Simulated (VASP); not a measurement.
# Na (I4/mmm) in VASP: further runs

Na is run at these levels: PBE; tasks: single point.

Everything below comes from runs of VASP 6.6.1. Logs are shortened: lines on timing, memory, paths and dates and some standing lists are left out, and cuts for length are marked.

### Step 1. The cell of the first run

The structure is tetragonal, space group I4/mmm (No. 139). The conventional cell has a = 4.108 Å, b = 4.108 Å, c = 4.235 Å, α = 90.00°, β = 90.00°, γ = 90.00°. Within 4.7 Å of Na (site symmetry 4/mmm) lie 14 Na at 3.59 to 4.24 Å.

### Step 2. Single point, PBE (equal xx and yy strain of -3 %)

Input file INCAR:

```
PREC = Accurate
ENCUT = 520
EDIFF = 1E-6
ISMEAR = -1
SIGMA = 0.05
LREAL = False
LASPH = True
NELM = 60
ALGO = Normal
ISIF = 2
LWAVE = False
LCHARG = True
GGA = PE
LELF = True
LVHAR = True
NBANDS = 10
```

Input file KPOINTS:

```
regular mesh
0
Gamma
  12 12 12
```

Input file POSCAR:

```
Na
1.0
   -2.0539750000      2.0539750000      2.1175000000
    2.0539750000     -2.0539750000      2.1175000000
    2.0539750000      2.0539750000     -2.1175000000
Na
1
Direct
    0.0000000000      0.0000000000      0.0000000000
```

Potentials or basis: VASP PAW PBE potentials, release 64 (Na_pv).

Launch:

```bash
cat potpaw_PBE.64/Na_pv/POTCAR > POTCAR
mpirun -np 1 vasp_std > vasp.out
```

OUTCAR:

```text
PREC = Accurate
   ENCUT = 520
   EDIFF = 1E-6
   ISMEAR = -1
   LREAL = False
   LASPH = True
   NELM = 60
   ISIF = 2
   GGA = PE

 ion  position               nearest neighbor table
   1  0.000  0.000  0.000-

  LATTYP: Found a body centered tetragonal cell.
 ALAT       =     4.1079500000
 C/A-ratio  =     1.0309278351

  Lattice vectors:

 A1 = (  -2.0539750000,   2.0539750000,   2.1175000000)
 A2 = (   2.0539750000,  -2.0539750000,   2.1175000000)
 A3 = (   2.0539750000,   2.0539750000,  -2.1175000000)

Analysis of symmetry for initial positions (statically):
=====================================================================
 Subroutine PRICEL returns:
 Original cell was already a primitive cell.

 Routine SETGRP: Setting up the symmetry group for a
 body centered tetragonal supercell.

 Subroutine GETGRP returns: Found 16 space group operations
 (whereof 16 operations were pure point group operations)
 out of a pool of 16 trial point group operations.

The static configuration has the point symmetry D_4h.

Analysis of symmetry for dynamics (positions and initial velocities):
=====================================================================
 Subroutine PRICEL returns:
 Original cell was already a primitive cell.

 Routine SETGRP: Setting up the symmetry group for a
 body centered tetragonal supercell.

 Subroutine GETGRP returns: Found 16 space group operations
 (whereof 16 operations were pure point group operations)
 out of a pool of 16 trial point group operations.

The dynamic configuration has the point symmetry D_4h.

 Subroutine INISYM returns: Found 16 space group operations
 (whereof 16 operations are pure point group operations),
 and found     1 'primitive' translations

----------------------------------------------------------------------------------------

                                     Primitive cell

  volume of cell :      35.7333

  direct lattice vectors                    reciprocal lattice vectors
    -2.053975000  2.053975000  2.117500000     0.000000000  0.243430421  0.236127509
     2.053975000 -2.053975000  2.117500000     0.243430421  0.000000000  0.236127509
     2.053975000  2.053975000 -2.117500000     0.243430421  0.243430421  0.000000000

  length of vectors
     3.594639461  3.594639461  3.594639461     0.339137982  0.339137982  0.344262604
[... 74 lines left out ...]
   LNONCOLLINEAR =      F non collinear calculations
   LSORBIT =      F    spin-orbit coupling
   LASPH  =      T    aspherical Exc in radial PAW
   ENCUT  =  520.0 eV  38.22 Ry    6.18 a.u.   6.68  6.68  6.68*2*pi/ulx,y,z
   NELM   =     60;   NELMIN=  2; NELMDL= -5     # of ELM steps
   EDIFF  = 0.1E-05   stopping-criterion for ELM
   LREAL  =      F    real-space projection
   EDIFFG = 0.1E-04   stopping-criterion for IOM
   NSW    =      0    number of steps for IOM
   IBRION =     -1    ionic relax: 0-MD 1-quasi-New 2-CG
   NFREE  =      0    steps in history (QN), initial steepest desc. (CG)
   ISIF   =      2    stress and relaxation
   ISYM   =      2    0-nonsym 1-usesym 2-fastsym
   POTIM  = 0.5000    time-step for ionic-motion
   TEBEG  =    0.0;   TEEND  =   0.0 temperature during run
   PSTRESS=    0.0 pullay stress
   NELECT =       7.0000    total number of electrons
   NUPDOWN=      -1.0000    fix difference up-down
   EMIN   =  10.00;   EMAX   =-10.00  energy-range for DOS
   EFERMI =   0.00;   METHOD = LEGACY
   ISMEAR =    -1;   SIGMA  =   0.05  broadening in eV -4-tet -1-fermi 0-gaus
   EFERMI_NEDOS =   21; number of points for ismear=-14 and -15
   IALGO  =     38    algorithm
   IMIX   =      4    mixing-type and parameters
     AMIX     =   0.40;   BMIX     =  1.00
     AMIX_MAG =   1.60;   BMIX_MAG =  1.00
  volume/ion in A,a.u.               =      35.73       241.14
  Fermi-wavevector in a.u.,A,eV,Ry     =   0.950786  1.796726 12.299594  0.903995
  Thomas-Fermi vector in A             =   2.079196
   LORBIT       =      0    0 simple, 1 ext, 2 COOP (PROOUT), +10 PAW based schemes
   GGA     = PE    functional components
   LHFCALC =     F    Hartree Fock is set to
   AEXX    =    0.0000 exact exchange contribution
   IVDW    =     0    specifies the selected vdW correction
   LEPSILON=     F    determine dielectric tensor
   LRPA    =     F    only Hartree local field effects (RPA)
 non-spin polarized calculation
  energy-cutoff  :      520.00
  volume of cell :       35.73
 maximum number of plane-waves:       980
   NGX = 13   NGY = 13   NGZ = 13

 number of electron       6.9999993 magnetization

 Free energy of the ion-electron system (eV)
  ---------------------------------------------------
  ext. energy  EPLUGINS =         0.00000000
  ---------------------------------------------------
  free energy    TOTEN  =        -1.31021805 eV

  energy without entropy =       -1.30520773  energy(sigma->0) =       -1.30771289

 E-fermi :   0.4085     XC(G=0):  -6.5988

 val. band max:        0.3957488433   @ k =   0.5000   0.2500   0.0000
 cond. band min:       0.4121088508   @ k =   0.5000   0.3333   0.0833
 fundamental gap:      0.0163600075
 Fermi energy:         0.4085129293

 k-point     1 :       0.0000    0.0000    0.0000
  band No.  band energies     occupation
      1     -24.4372      2.00000
      2     -24.4372      2.00000
      3     -24.4369      2.00000
      4      -2.9196      2.00000
      5      12.2615      0.00000
      6      12.2615      0.00000
      7      12.7287      0.00000
      8      13.2072      0.00000
      9      13.6663      0.00000
     10      13.8146      0.00000
[... 287 lines left out ...]
 k-point    24 :      -0.4167    0.1667    0.0000
  band No.  band energies     occupation
      1     -24.4680      2.00000
      2     -24.4489      2.00000
      3     -24.4401      2.00000
      4      -0.5718      2.00000
      5       4.8478      0.00000
      6       6.6386      0.00000
      7       9.3722      0.00000
      8      12.0025      0.00000
      9      13.1415      0.00000
     10      14.9987      0.00000

 [... further k-points ...]
[... 5 lines left out ...]
  --------------------------------------------------------------------------------------
  -------------------------------------------------------------------------------------
  Total        0.0529762      0.0529762      0.0659562      0.0000000     -0.0000000      0.0000000
  in kB        2.3752943      2.3752943      2.9572813      0.0000000     -0.0000000      0.0000000
  external PRESSURE =       2.5692899 kB  Pullay stress =       0.0000000 kB

 VOLUME and BASIS-vectors are now :
 -----------------------------------------------------------------------------
  energy-cutoff  :      520.00
  volume of cell :       35.73
      direct lattice vectors                 reciprocal lattice vectors
    -2.053975000  2.053975000  2.117500000     0.000000000  0.243430421  0.236127509
     2.053975000 -2.053975000  2.117500000     0.243430421  0.000000000  0.236127509
     2.053975000  2.053975000 -2.117500000     0.243430421  0.243430421  0.000000000

 POSITION                                       TOTAL-FORCE (eV/Angst)
 -----------------------------------------------------------------------------------
      0.00000      0.00000      0.00000        -0.000000      0.000000     -0.000000
 -----------------------------------------------------------------------------------
    total drift:                               -0.000000     -0.000000     -0.000000

  FREE ENERGIE OF THE ION-ELECTRON SYSTEM (eV)
  ---------------------------------------------------
  free  energy   TOTEN  =        -1.3102180541 eV

  energy  without entropy=       -1.3052077296  energy(sigma->0) =       -1.30771289
```

OSZICAR:

```text
N       E                     dE             d eps       ncg     rms          rms(c)
DAV:   1     0.288173781406E+02    0.28817E+02   -0.38008E+03  3274   0.584E+02
DAV:   2    -0.656279572589E+00   -0.29474E+02   -0.29338E+02  3362   0.152E+02
DAV:   3    -0.130598301387E+01   -0.64970E+00   -0.64927E+00  3968   0.242E+01
DAV:   4    -0.131096684222E+01   -0.49838E-02   -0.49834E-02  3846   0.208E+00
DAV:   5    -0.131103213741E+01   -0.65295E-04   -0.65295E-04  3678   0.235E-01    0.208E-01
DAV:   6    -0.131055552993E+01    0.47661E-03   -0.48947E-04  3874   0.264E-01    0.139E-01
DAV:   7    -0.131022419778E+01    0.33133E-03   -0.98378E-04  3660   0.314E-01    0.162E-02
DAV:   8    -0.131021788694E+01    0.63108E-05   -0.44164E-05  3946   0.110E-01    0.220E-03
DAV:   9    -0.131021805408E+01   -0.16714E-06   -0.19868E-07  2322   0.466E-03
   1 F= -.13102181E+01 E0= -.13077129E+01  d E =-.501032E-02
```

Wall time 25 s (1 thread of Intel Xeon Platinum 8375C at 2.90GHz (Ice Lake), shared host); peak memory 0.18 GiB.

What came out:

```yaml
Free_energy: -1.3102 eV
Pressure: 0.3 GPa
```

Caveat: the cell differs from its parent crystal (equal xx and yy strain of -3 %).

### Step 3. Single point, PBE (zz strain of -3 %)

Input file INCAR:

```
PREC = Accurate
ENCUT = 520
EDIFF = 1E-6
ISMEAR = -1
SIGMA = 0.05
LREAL = F
LASPH = T
NELM = 100
ALGO = Normal
ISIF = 2
LWAVE = F
LCHARG = F
GGA = PE
NBANDS = 10
```

Input file KPOINTS:

```
Automatic mesh
0
Gamma
  12 12 12
```

Input file POSCAR:

```
Na
1.0
   -2.1175000000      2.1175000000      2.0539750000
    2.1175000000     -2.1175000000      2.0539750000
    2.1175000000      2.1175000000     -2.0539750000
Na
1
Direct
    0.0000000000      0.0000000000      0.0000000000
```

Potentials or basis: VASP PAW PBE potentials, release 64 (Na_pv).

Launch:

```bash
cat potpaw_PBE.64/Na_pv/POTCAR > POTCAR
mpirun -np 1 vasp_std > vasp.out
```

It took 24 s on 1 thread of Intel Xeon Platinum 8375C at 2.90GHz (Ice Lake), shared host; peak memory 0.18 GiB.

Results (log left out):

```yaml
Free_energy: -1.3115 eV
Pressure: 0.0 GPa
```

Stress tensor (GPa, compression positive):
```
 0.04  0.00  0.00
 0.00  0.04  0.00
 0.00  0.00 -0.06
```

Levels at points of the mesh, in eV from the Fermi level:
| k point | band 1 | band 2 | band 3 | band 4 | band 5 | band 6 | band 7 | band 8 | band 9 |
| --- | --- | --- | --- | --- | --- | --- | --- | --- | --- |
| (0.00, 0.00, 0.00) | -24.87 | -24.87 | -24.87 | -3.26 | 11.50 | 11.97 | 11.97 | 12.58 | 13.05 |
| (0.50, 0.00, 0.00) | -24.90 | -24.88 | -24.87 | 0.83 | 1.30 | 8.14 | 9.10 | 9.20 | 10.36 |
| (0.50, 0.50, 0.00) | -24.90 | -24.88 | -24.86 | 0.72 | 1.16 | 8.53 | 9.50 | 9.60 | 10.56 |
| (0.50, 0.50, 0.50) | -24.89 | -24.89 | -24.89 | 4.43 | 4.68 | 4.78 | 4.78 | 5.31 | 7.79 |

Caveat: the cell differs from its parent crystal (zz strain of -3 %).

### Step 4. Single point, PBE (equal xx and yy strain of -1 %)

Input file INCAR:

```
PREC = Accurate ; ENCUT = 520
EDIFF = 1E-6 ; ISMEAR = -1
SIGMA = 0.05 ; LREAL = F
LASPH = T ; NELM = 100
ALGO = Normal ; ISIF = 2
LWAVE = F ; LCHARG = T
GGA = PE ; LELF = T
LVHAR = T ; NBANDS = 10
```

Input file KPOINTS:

```
regular mesh
0
Gamma
  12 12 12
```

Input file POSCAR:

```
Na
1.0
   -2.0963250000      2.0963250000      2.1175000000
    2.0963250000     -2.0963250000      2.1175000000
    2.0963250000      2.0963250000     -2.1175000000
Na
1
Direct
    0.0000000000      0.0000000000      0.0000000000
```

Launch:

```bash
cat potpaw_PBE.64/Na_pv/POTCAR > POTCAR
mpirun -np 1 vasp_std > vasp.out
```

Wall time 23 s (1 thread of Intel Xeon Platinum 8375C at 2.90GHz (Ice Lake), shared host); peak memory 0.18 GiB.

It converged, with:

```
Free energy : -1.3112 eV
Pressure    : -0.1 GPa
```

Levels at points of the mesh, in eV from the Fermi level:
```
           k point  band 1  band 2  band 3  band 4  band 5  band 6  band 7  band 8
(0.00, 0.00, 0.00)  -24.87  -24.87  -24.87   -3.24   11.69   11.69   11.84   12.66
(0.50, 0.00, 0.00)  -24.91  -24.88  -24.87    0.78    1.23    8.27    9.21    9.31
(0.50, 0.50, 0.00)  -24.91  -24.88  -24.87    0.82    1.28    8.14    9.08    9.19
(0.50, 0.50, 0.50)  -24.90  -24.90  -24.90    4.50    4.59    4.80    4.98    4.98
```

Caveat: the cell differs from its parent crystal (equal xx and yy strain of -1 %).

### Step 5. Single point, PBE (zz strain of +1 %)

Input file INCAR:

```
ALGO = Normal
EDIFF = 1E-6
ENCUT = 520
GGA = PE
ISIF = 2
ISMEAR = -1
LASPH = True
LCHARG = False
LREAL = False
LWAVE = False
NBANDS = 10
NELM = 80
PREC = Accurate
SIGMA = 0.05
```

Input file KPOINTS:

```
k-points
0
Gamma
  12 12 12
```

Input file POSCAR:

```
Na
1.0
   -2.1175000000      2.1175000000      2.1386750000
    2.1175000000     -2.1175000000      2.1386750000
    2.1175000000      2.1175000000     -2.1386750000
Na
1
Direct
    0.0000000000      0.0000000000      0.0000000000
```

Launch:

```bash
cat potpaw_PBE.64/Na_pv/POTCAR > POTCAR
mpirun -np 1 vasp_std > vasp.out
```

It took 21 s on 1 thread of Intel Xeon Platinum 8375C at 2.90GHz (Ice Lake), shared host; peak memory 0.18 GiB.

Results (log left out):

* Free energy: -1.3102 eV
* Pressure: -0.3 GPa

Levels at points of the mesh, in eV from the Fermi level:
| k point | band 1 | band 2 | band 3 | band 4 | band 5 | band 6 | band 7 | band 8 |
| --- | --- | --- | --- | --- | --- | --- | --- | --- |
| (0.00, 0.00, 0.00) | -24.89 | -24.89 | -24.89 | -3.17 | 11.50 | 11.50 | 11.65 | 12.46 |
| (0.50, 0.00, 0.00) | -24.93 | -24.91 | -24.89 | 0.77 | 1.20 | 8.14 | 9.00 | 9.14 |
| (0.50, 0.50, 0.00) | -24.93 | -24.91 | -24.89 | 0.81 | 1.24 | 8.02 | 8.88 | 9.02 |
| (0.50, 0.50, 0.50) | -24.92 | -24.92 | -24.92 | 4.46 | 4.54 | 4.70 | 4.87 | 4.87 |

Caveat: the cell differs from its parent crystal (zz strain of +1 %).

### Step 6. Overview

```csv
cell,gap on the mesh (eV),pressure (GPa)
"a = 3.595 Å, angles 110.3, 110.3, 107.8°, 1 atom",none,0.3
"a = 3.631 Å, angles 108.7, 108.7, 111.1°, 1 atom",none,0.0
"a = 3.643 Å, angles 109.7, 109.7, 108.9°, 1 atom",none,-0.1
"a = 3.680 Å, angles 109.7, 109.7, 108.9°, 1 atom",none,-0.3
```

Alike in all rows: task single point; level PBE; potentials or basis VASP PAW PBE potentials, release 64 (Na_pv); no spin polarisation; k mesh 12 × 12 × 12; cutoff (eV) 520; smearing fermi-dirac 0.05 eV.

Total energies depend on the potentials used, so only differences within one code and one set of settings carry meaning.
